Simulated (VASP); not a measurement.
**B3As: single point with PBE**

Crystal: B3As.

```
B As
1.0
     4.69278   -1.76897   -0.00405
     4.69278    1.76897   -0.00405
    -2.45521    0.00000    5.83967
B As
6 2
Direct
  0.82144 0.30932 0.24372
  0.78368 0.28572 0.76301
  0.90445 0.90445 0.05860
  0.88187 0.88187 0.78609
  0.30932 0.82144 0.24372
  0.28572 0.78368 0.76301
  0.65349 0.65349 0.56873
  0.69291 0.69291 0.07286
```

- Program: VASP 6.6.1
- Task: single point
- Functional: PBE
- Potentials or basis: VASP PAW PBE potentials, release 64 (B, As)
- Cutoff: 520 eV
- k mesh: 12 × 12 × 6
- Occupations: gaussian, width 0.1 eV
- Spin: no spin polarisation

```
Pressure               : 0.4 GPa
Largest force          : 0.046 eV/Å
Band gap on the k mesh : zero (bands 14 and 15 overlap by 0.77 eV)
```

Forces in eV/Å, atoms in the order of the input:
```
B   -0.025 -0.033 -0.011
B   -0.032 -0.017 -0.015
B    0.032  0.000  0.009
B    0.025  0.000  0.008
B   -0.025  0.033 -0.011
B   -0.032  0.017 -0.015
As   0.019  0.000  0.010
As   0.039  0.000  0.024
```

Stress tensor (GPa, compression positive):
```
 0.44  0.00 -0.06
 0.00  0.13  0.00
-0.06  0.00  0.54
```

Levels at points of the mesh, in eV from the Fermi level:
```
           k point  band 10  band 11  band 12  band 13  band 14  band 15  band 16  band 17  band 18  band 19
(0.00, 0.00, 0.00)    -3.17    -2.63    -1.90    -1.79    -0.82     0.81     1.11     2.91     2.99     4.04
(0.50, 0.00, 0.00)    -3.84    -2.68    -1.98    -1.91    -1.73     0.95     1.36     2.19     2.90     3.45
(0.50, 0.50, 0.00)    -3.42    -2.49    -2.15    -1.17     0.17     0.98     1.66     2.23     2.86     3.71
(0.00, 0.00, 0.50)    -3.43    -3.36    -2.51    -2.08    -0.78     0.73     1.33     3.68     4.07     4.56
(0.50, 0.00, 0.50)    -4.28    -3.98    -2.76    -2.16    -0.61    -0.42     1.54     2.48     3.39     4.67
(0.50, 0.50, 0.50)    -2.45    -2.29    -2.16    -1.97     0.34     1.47     1.54     2.94     3.27     3.87
```

Run time: 23 min on 1 thread of Intel Xeon 8259CL (shared host), peak memory 0.59 GiB.

Caveat: semilocal functionals underestimate gaps, and a narrow one can read as zero.
